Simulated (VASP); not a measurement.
## C: single point with r2SCAN

The system is C.

```
C
1.0
     2.51239    0.00000    0.00000
    -1.25619    2.17579    0.00000
     0.00000    0.00000   12.39177
C
12
Direct
  0.00000 0.00000 0.18683
  0.00000 0.00000 0.68683
  0.00000 0.00000 0.31317
  0.00000 0.00000 0.81317
  0.33333 0.66667 0.52076
  0.66667 0.33333 0.02076
  0.33333 0.66667 0.97924
  0.66667 0.33333 0.47924
  0.33333 0.66667 0.64506
  0.66667 0.33333 0.14506
  0.33333 0.66667 0.85494
  0.66667 0.33333 0.35494
```

```yaml
Program: VASP 6.6.1
Task: single point
Functional: r2SCAN
Potentials_or_basis: VASP PAW PBE potentials, release 64 (C)
Cutoff: 520 eV
k_mesh: 12 × 12 × 2
Occupations: gaussian, width 0.05 eV
Spin: no spin polarisation
```

| Item | Value |
| --- | --- |
| Pressure | 1.1 GPa |
| Largest force | 0.009 eV/Å |
| Band gap on the k mesh | 4.66 eV (least direct gap 5.63 eV) |

Forces in eV/Å, atoms in the order of the input:
```
C    0.000  0.000  0.009
C    0.000  0.000  0.009
C    0.000  0.000 -0.009
C    0.000  0.000 -0.009
C    0.000  0.000 -0.002
C    0.000  0.000 -0.002
C    0.000  0.000  0.002
C    0.000  0.000  0.002
C    0.000  0.000  0.000
C    0.000  0.000  0.000
C    0.000  0.000  0.000
C    0.000  0.000  0.000
```

Levels at points of the mesh, in eV from the valence-band top:
| k point | band 21 | band 22 | band 23 | band 24 | band 25 | band 26 | band 27 | band 28 |
| --- | --- | --- | --- | --- | --- | --- | --- | --- |
| (0.00, 0.00, 0.00) | -1.05 | -0.16 | 0.00 | 0.00 | 5.63 | 5.63 | 5.76 | 6.80 |
| (0.50, 0.00, 0.00) | -4.34 | -4.29 | -3.84 | -3.11 | 4.86 | 5.50 | 5.56 | 5.89 |
| (0.00, 0.00, 0.50) | -0.34 | -0.34 | -0.34 | -0.34 | 6.05 | 6.05 | 6.05 | 6.05 |
| (0.50, 0.00, 0.50) | -4.02 | -4.02 | -3.47 | -3.47 | 5.04 | 5.04 | 6.13 | 6.13 |

Wall time 3 min on 1 thread of Intel(R) Xeon(R) 6975P-C (Granite Rapids), on a shared host, peak memory 0.22 GiB.

Caveat: the PAW data sets were made with another functional, which shifts forces and pressure a little. r2SCAN opens gaps a little over a GGA but as a rule still falls short of measured ones.
